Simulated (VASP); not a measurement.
The system is Pb.

```
CELL_PARAMETERS angstrom
0.00000 2.47502 2.47502
2.47502 0.00000 2.47502
2.47502 2.47502 0.00000
ATOMIC_POSITIONS crystal
Pb 0.00000 0.00000 0.00000
```

- Program: VASP 6.6.1
- Task: relaxation of cell and atoms
- Functional: PBE
- Potentials or basis: VASP PAW PBE potentials, release 64 (Pb_d)
- Cutoff: 600 eV
- k mesh: 8 × 8 × 8
- Occupations: fermi-dirac, width 0.02 eV
- Spin: no spin polarisation

At the start: pressure 2.6 GPa; volume 30.32 Å³/atom.

**Question.** How do energy, volume and symmetry change on relaxing?

**Answer.** Over 3 steps the energy falls by 13.3 meV/atom and the volume is 32.03 Å³/atom (+5.6 %); space group Fm-3m (No. 225, to 0.1 Å) before and after.

Step by step:
| step | energy change (eV) | largest force (eV/Å) | pressure (GPa) | volume (Å³) |
| --- | --- | --- | --- | --- |
| 1 | 0.0000 | 0.0000 | 2.62 | 30.32 |
| 2 | -0.0123 | 0.0000 | -0.67 | 32.55 |
| 3 | -0.0133 | 0.0000 | 0.01 | 32.03 |

Final structure:
```yaml
crystal:
  lattice:
    - [0.00000, 2.52063, 2.52063]
    - [2.52063, 0.00000, 2.52063]
    - [2.52063, 2.52063, 0.00000]
  atoms:
    - { symbol: Pb, position: [0.00000, 0.00000, 0.00000] }
```
